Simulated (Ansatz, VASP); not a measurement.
# Ir in VASP and in Ansatz

```
Ir
1.0
     2.70955    0.00000    0.00000
    -1.35477    2.34654    0.00000
     0.00000    0.00000    8.84613
Ir
4
Cartesian
  0.0000 0.0000 0.0000
  0.0000 1.5644 2.2115
  0.0000 0.0000 4.4231
  1.3548 0.7822 6.6346
```

Alike in both runs: functional PBEsol; k mesh 12 × 12 × 4; occupations gaussian, width 0.1 eV; no spin polarisation.

Ansatz relaxed the structure, and its values are those at the end. VASP's run is a single point on that final structure, the one shown.

```csv
,VASP,Ansatz
version,VASP 6.6.1,Ansatz 0.2.0
potentials or method,"VASP PAW PBE potentials, release 64 (Ir), cutoff 520 eV","scalar-relativistic, plane waves, PAW"
valence electrons in the cell,36,68
```

|  | VASP | Ansatz | Ansatz less VASP |
| --- | --- | --- | --- |
| gap on the k mesh at the Fermi level (eV) | none | none | - |
| pressure (GPa) | 1.3 | 0.3 | -1.02 |

VASP's potentials were made for PBE, not for PBEsol. A gap of «none» marks a metal or a gap that the smearing closes. The functional is the same, so the differences come from potentials, cutoffs and numerics. VASP's potentials hold 36 valence electrons a cell and Ansatz's 68, so a difference there can come from the potentials and not from the codes.

Neither program's run includes spin-orbit coupling.
